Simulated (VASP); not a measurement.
## WC (WC type): relaxation of cell and atoms with PBE

WC (WC type):

```
W C
1.0
     2.92223    0.00000    0.00000
    -1.46111    2.53072    0.00000
     0.00000    0.00000    2.84653
W C
1 1
Direct
  0.00000 0.00000 0.00000
  0.33333 0.66667 0.50000
```

```
Program                : VASP 6.6.1
Task                   : relaxation of cell and atoms
Functional             : PBE
Potentials or basis    : VASP PAW PBE potentials, release 64 (W_sv, C)
Cutoff                 : 600 eV
k mesh                 : 15 × 15 × 14
Occupations            : fermi-dirac, width 0.08 eV
Spin                   : no spin polarisation
Target pressure        : -0.037 GPa
Dipole correction      : no
Further INCAR settings : ALGO = Normal; EDIFF = 1e-06; IBRION = 2; EDIFFG = -0.005; NSW = 32; ISIF = 3
```

* Relaxed volume: 10.55 Å³/atom
* Relaxed cell: a = 2.924 Å, b = 2.924 Å, c = 2.849 Å, α = 90.00°, β = 90.00°, γ = 120.00°
* Space group after relaxing (to 0.1 Å): P-6m2 (No. 187)
* Energy change on relaxing (the run minimises the enthalpy): -0.1 meV/atom
* Ionic steps: 3
* Pressure after relaxing: -0.1 GPa
* Band gap on the k mesh: zero (bands 9 and 10 overlap by 1.19 eV)

The path:
```csv
step,energy change (eV),largest force (eV/Å),pressure (GPa),volume (Å³)
1,0.0000,0.0000,0.94,21.05
2,0.0011,0.0000,-2.65,21.25
3,-0.0001,0.0000,-0.05,21.10
```

Final structure:
```
CELL_PARAMETERS angstrom
2.92443 0.00000 0.00000
-1.46222 2.53263 0.00000
0.00000 0.00000 2.84932
ATOMIC_POSITIONS crystal
W 0.00000 0.00000 0.00000
C 0.33333 0.66667 0.50000
```

Levels at points of the mesh, in eV from the Fermi level:
```csv
k point,band 5,band 6,band 7,band 8,band 9,band 10,band 11,band 12,band 13
"(0.00, 0.00, 0.00)",-14.31,-4.20,-3.26,-3.26,0.11,3.17,3.17,5.55,5.55
"(0.00, 0.00, 0.50)",-10.37,-8.53,-1.97,-1.97,-0.55,-0.55,3.64,4.48,4.48
```

Run time: 62 s on 1 thread of Intel(R) Xeon(R) Platinum 8259CL CPU @ 2.50GHz (Skylake/Cascade Lake), on a shared host, peak memory 0.21 GiB.

Caveat: the cell is relaxed towards a set pressure, so the run minimises the enthalpy, not the energy; spin-orbit coupling is left out, which moves the levels of the heavy elements.
